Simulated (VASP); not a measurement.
Set up this calculation in VASP 6.6.1, as the native input.

```yaml
Task: single point
Functional: r2SCAN
Potentials_or_basis: VASP PAW PBE potentials, release 64 (Ta_pv, N)
Cutoff: 520 eV
k_mesh: 5 × 5 × 8
Occupations: gaussian, width 0.1 eV
Spin: no spin polarisation
Dipole_correction: no
Further_INCAR_settings: ALGO = Normal; EDIFF = 1e-07; NBANDS = 33
```

The system is TaN.

```
CELL_PARAMETERS angstrom
5.30940 0.00000 0.00000
-2.65470 4.59808 0.00000
0.00000 0.00000 2.97433
ATOMIC_POSITIONS crystal
Ta 0.00000 0.00000 0.00000
Ta 0.33333 0.66667 0.50000
Ta 0.66667 0.33333 0.50000
N 0.50000 0.00000 0.00000
N 0.50000 0.50000 0.00000
N 0.00000 0.50000 0.00000
```

One way to write it, as run:

POSCAR

```
TaN
1.0
    5.3094021511      0.0000000000      0.0000000000
   -2.6547010756      4.5980772737      0.0000000000
    0.0000000000      0.0000000000      2.9743289261
Ta N
3 3
Direct
    0.0000000000      0.0000000000      0.0000000000
    0.3333333333      0.6666666667      0.5000000000
    0.6666666667      0.3333333333      0.5000000000
    0.5000000000      0.0000000000      0.0000000000
    0.5000000000      0.5000000000      0.0000000000
    0.0000000000      0.5000000000      0.0000000000
```

INCAR.step1

```
PREC = Accurate
ENCUT = 520
ISMEAR = 0
SIGMA = 0.1
LREAL = False
LASPH = True
NELM = 80
NBANDS = 33
GGA = PE
ALGO = Normal
EDIFF = 1E-4
LWAVE = True
LCHARG = False
```

INCAR.step2

```
PREC = Accurate
ENCUT = 520
EDIFF = 1E-7
ISMEAR = 0
SIGMA = 0.1
LREAL = False
LASPH = True
NELM = 80
ALGO = Normal
ISIF = 2
LWAVE = False
LCHARG = True
METAGGA = R2SCAN
LMIXTAU = True
LELF = True
LVHAR = True
NBANDS = 33
ISTART = 1
```

KPOINTS

```
regular mesh
0
Gamma
  5 5 8
```

Potentials or basis: VASP PAW PBE potentials, release 64 (Ta_pv, N).

Run with:

```console
$ cat potpaw_PBE.64/Ta_pv/POTCAR potpaw_PBE.64/N/POTCAR > POTCAR
$ cp INCAR.step1 INCAR
$ mpirun -np 1 vasp_std > vasp.out
$ cp INCAR.step2 INCAR
$ mpirun -np 1 vasp_std > vasp.out
```

Results of the run:

```yaml
Pressure: -13.9 GPa
Band_gap_on_the_k_mesh: zero (band 24 reaches 8.44 eV, above the bottom of band 25 at 6.46 eV)
```

Caveat: the PAW data sets were made with another functional, which shifts forces and pressure a little; spin-orbit coupling is left out, which moves the levels of the heavy elements.

It took 120 s on 1 thread of Intel(R) Xeon(R) 6975P-C (Granite Rapids), on a shared host, peak memory 0.22 GiB.
